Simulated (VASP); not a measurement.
Set up this calculation in VASP 6.6.1, as the native input.

| Item | Value |
| --- | --- |
| Task | single point |
| Functional | PBE |
| Potentials or basis | VASP PAW PBE potentials, release 64 (Ti_sv, C, H) |
| Cutoff | 520 eV |
| k mesh | 5 × 5 × 5 |
| Occupations | gaussian, width 0.1 eV |
| Spin | no spin polarisation |
| Dipole correction | no |
| Further INCAR settings | LREAL = Auto; ALGO = Normal; EDIFF = 1e-06; NBANDS = 78 |

The structure of Ti8HC8 (a cell with a defect) lies in POSCAR:

```
Ti8HC8
1.0
    0.0000000000      4.3327798708     -4.3327798708
   -4.3327798708      0.0000000000     -4.3327798708
   -4.3327798708      4.3327798708      0.0000000000
Ti C H
8 8 1
Direct
   -0.0004164763      0.5003585607      0.0011282595
    0.4987455085      0.5003527907      0.0011222587
    0.0039929331      0.0072368089     -0.0154225467
    0.4987697424      0.0017899594      0.0004843311
    0.0039910867      0.4838132937      0.5080049219
    0.4987690500      0.4997153247      0.5025603804
   -0.0006490060     -0.0006070006      0.5001661900
    0.5009504440     -0.0006280033      0.5001449565
    0.7518171006      0.7494855720      0.2502536552
    0.2482530920      0.7494888032      0.2502568864
    0.7486008052      0.2536532048      0.2489617595
    0.2502894290      0.2484525021      0.2507884158
    0.7485994204      0.7481920607      0.7544257030
    0.2502908138      0.7500166399      0.7492217691
    0.7494497982      0.2490195745      0.7497869952
    0.2515577833      0.2490173820      0.7497848026
   -0.0839341049      0.8337591818      0.3345097243
```

The input as run:

INCAR

```
SYSTEM = Ti8HC8
PREC = Accurate
ENCUT = 520
EDIFF = 1E-6
ISMEAR = 0
SIGMA = 0.1
LREAL = Auto
LASPH = .True.
NELM = 60
ALGO = Normal
ISIF = 2
LWAVE = .False.
LCHARG = .True.
GGA = PE
LELF = .True.
LVHAR = .True.
NBANDS = 78
```

KPOINTS

```
Automatic mesh
0
Gamma
  5 5 5
  0 0 0
```

Potentials or basis: VASP PAW PBE potentials, release 64 (Ti_sv, C, H).

Command:

```sh
$ cat potpaw_PBE.64/Ti_sv/POTCAR potpaw_PBE.64/C/POTCAR potpaw_PBE.64/H/POTCAR > POTCAR
$ mpirun -np 1 vasp_std > vasp.out
```

Results of the run:

* Pressure: 3.1 GPa
* Largest force: 0.350 eV/Å
* Band gap on the k mesh: zero (an odd number of electrons rules out a gap without spin polarisation)

Wall time 17 min on 1 thread of Intel(R) Xeon(R) 6975P-C (Granite Rapids), with other jobs on the host, peak memory 0.63 GiB.
